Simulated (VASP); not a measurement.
Write the native input for VASP 6.6.1 that does the following.

```yaml
Task: single point
Functional: PBE
Potentials_or_basis: VASP PAW PBE potentials, release 64 (Rb_sv, Pt)
Cutoff: 500 eV
k_mesh: 1 × 1 × 1
Occupations: gaussian, width 0.1 eV
Spin: no spin polarisation
Dipole_correction: no
Further_INCAR_settings: ALGO = Normal; EDIFF = 1e-06; NBANDS = 26
```

The structure of Rb3Pt lies in POSCAR:

```
Rb3Pt
1.0
    5.4987900000      0.0000000000      0.0000000000
    0.0000000000      5.4987900000      0.0000000000
    0.0000000000      0.0000000000      5.4987900000
Rb Pt
3 1
Direct
    0.0000000000      0.0000000000      0.5000000000
    0.0000000000      0.5000000000      0.0000000000
    0.5000000000      0.0000000000      0.0000000000
    0.5000000000      0.5000000000      0.5000000000
```

These files were run (other wordings do the same):

INCAR

```
ALGO = Normal ; EDIFF = 1E-6
ENCUT = 500 ; GGA = PE
GGA_COMPAT = F ; ISIF = 2
ISMEAR = 0 ; LASPH = T
LCHARG = T ; LELF = T
LREAL = F ; LVHAR = T
LWAVE = F ; NBANDS = 26
NELM = 120 ; PREC = Accurate
SIGMA = 0.1
```

KPOINTS

```
k-points
0
Gamma
  1 1 1
```

Potentials or basis: VASP PAW PBE potentials, release 64 (Rb_sv, Pt).

The run is started by

```console
$ cat potpaw_PBE.64/Rb_sv/POTCAR potpaw_PBE.64/Pt/POTCAR > POTCAR
$ mpirun -np 1 vasp_gam > vasp.out
```

It gave:

```
Pressure : -4.5 GPa
```

Caveat: the k points lie up to 1.14 Å⁻¹ apart.

Run time: 14 s on 1 thread of Intel(R) Xeon(R) Platinum 8259CL CPU @ 2.50GHz (Skylake/Cascade Lake) (shared host), peak memory 0.22 GiB.
